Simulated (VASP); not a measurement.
**Pb: electric field gradients with PBEsol**

Crystal: Pb.

```xyz
1
Lattice="-2.0094 2.0094 1.9797 2.0094 -2.0094 1.9797 2.0094 2.0094 -1.9797" Properties=species:S:1:pos:R:3 pbc="T T T"
Pb    0.0000    0.0000    0.0000
```

This cell differs from its parent crystal: x and y stretched by +1.5 %, z held.

- Program: VASP 6.6.1
- Task: electric field gradients
- Functional: PBEsol
- Potentials or basis: VASP PAW PBE potentials, release 64 (Pb_d)
- Cutoff: 520 eV
- k mesh: 13 × 13 × 13
- Occupations: fermi-dirac, width 0.08 eV
- Spin: no spin polarisation
- Dipole correction: no
- Further INCAR settings: ALGO = Normal; EDIFF = 1e-08; NBANDS = 13

- Pressure: -2.7 GPa
- Band gap on the k mesh: zero (band 7 reaches 13.67 eV, above the bottom of band 8 at 4.71 eV)

Stress tensor (GPa, compression positive):
```
-2.62  0.00  0.00
 0.00 -2.62  0.00
 0.00  0.00 -2.98
```

Levels at points of the mesh, in eV from the Fermi level:
```
           k point  band 5  band 6  band 7  band 8  band 9  band 10
(0.00, 0.00, 0.00)  -16.79  -11.42    7.15    7.15    7.24    10.97
```

Electric field gradients, principal values (V/Å²):
| atom | least | middle | greatest (by size) |
| --- | --- | --- | --- |
| 1 Pb | -4.100 | -4.101 | 8.202 |

Wall time 100 s on 1 thread of Intel Xeon 8259CL, on a shared host, peak memory 0.21 GiB.

Caveat: the cell differs from its parent crystal (x and y stretched by +1.5 %, z held); without QUAD_EFG the Cq values of the log hold for a quadrupole moment of 1 mb, not for the nuclei; the PAW data sets were made with another functional, which shifts forces and pressure a little; spin-orbit coupling is left out, which moves the levels of the heavy elements.
